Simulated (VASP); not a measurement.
Write the native input for VASP 6.6.1 that does the following.

```
Task                   : single point
Functional             : PBE
Potentials or basis    : VASP PAW PBE potentials, release 64 (Ag, Rh_pv)
Cutoff                 : 520 eV
k mesh                 : 14 × 14 × 7
Occupations            : fermi-dirac, width 0.05 eV
Spin                   : collinear spin, ferromagnetic start
Starting moments       : [0.0, 0.62] μB
Fixed moment           : 0.62 μB
Dipole correction      : no
Further INCAR settings : ALGO = Normal; EDIFF = 1e-07; NBANDS = 24
```

The structure of AgRh lies in POSCAR:

```
AgRh
1.0
    2.7775881998      0.0000000000      0.0000000000
   -1.3887940999      2.4054619423      0.0000000000
    0.0000000000      0.0000000000      4.8086020000
Ag Rh
1 1
Direct
    0.0000000000      0.0000000000      0.5000000000
    0.6666666667      0.3333333333      0.0000000000
```

The input as run:

INCAR

```
SYSTEM = AgRh
ALGO = Normal
EDIFF = 1E-7
ENCUT = 520
GGA = PE
ISIF = 2
ISMEAR = -1
ISPIN = 2
LASPH = .True.
LCHARG = .False.
LMAXMIX = 4
LORBIT = 11
LREAL = .False.
LWAVE = .False.
MAGMOM = 0 0.62
NBANDS = 24
NELM = 150
NUPDOWN = 0.62
PREC = Accurate
SIGMA = 0.05
```

KPOINTS

```
k-points
0
Gamma
  14 14 7
  0 0 0
```

Potentials or basis: VASP PAW PBE potentials, release 64 (Ag, Rh_pv).

Launch:

```console
$ cat potpaw_PBE.64/Ag/POTCAR potpaw_PBE.64/Rh_pv/POTCAR > POTCAR
$ mpirun -np 1 vasp_std > vasp.out
```

Results of the run:

| Quantity | Value |
| --- | --- |
| Pressure | -1.9 GPa |
| Net moment | 0.62 μB per cell |
| Site moments | Ag +0.02; Rh +0.60 μB |
| Valence electrons inside the program's atomic spheres | Ag 9.93; Rh 13.61 |

Caveat: the total moment is fixed, so each spin has its own Fermi level.

Run time: 91 s on 1 thread of Intel Xeon 6975P-C, with other jobs on the host, peak memory 0.25 GiB.
